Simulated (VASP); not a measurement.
The system is CoO.

```xyz
2
Lattice="0.0000 2.1456 2.1456 2.1456 0.0000 2.1456 2.1456 2.1456 0.0000" Properties=species:S:1:pos:R:3 pbc="T T T"
Co    0.0000    0.0000    0.0000
O     2.1456    2.1456    2.1456
```

Base run:

- Program: VASP 6.6.1
- Functional: revPBE
- Potentials or basis: VASP PAW PBE potentials, release 64 (Co, O)
- Cutoff: 520 eV
- k mesh: 11 × 11 × 11
- Occupations: fermi-dirac, width 0.05 eV
- Spin: collinear spin, ferromagnetic start
- Starting moments: [2.0, 0.0] μB

Its results: pressure -1.1 GPa; net moment 2.96 μB per cell; site moments Co +2.60; O +0.31 μB.

Q: After a change of settings the same cell gave: pressure -8.0 GPa; net moment 2.83 μB per cell; site moments Co +2.49; O +0.29 μB. Which change was it?
A. functional from revPBE to PBE; further incar settings from ALGO = Normal; EDIFF = 1e-07; NBANDS = 18 to ALGO = Normal; EDIFF = 1e-06; NBANDS = 18
B. potentials or basis from VASP PAW PBE potentials, release 64 (Co, O) to VASP PAW PBE potentials, release 64 (Co_sv, O); cutoff from 520 eV to 600 eV; further incar settings from ALGO = Normal; EDIFF = 1e-07; NBANDS = 18 to ALGO = Normal; EDIFF = 1e-06; NBANDS = 22; valence electrons from 15 to 23
C. functional from revPBE to BLYP; dispersion from none to D3(BJ)

A: C.

Caveats: the PAW data sets were made with another functional, which shifts forces and pressure a little; a cell with one magnetic atom can't hold antiferromagnetic order, which such compounds often take; pairwise dispersion overbinds metals, which lowers pressure and volume (some runs).
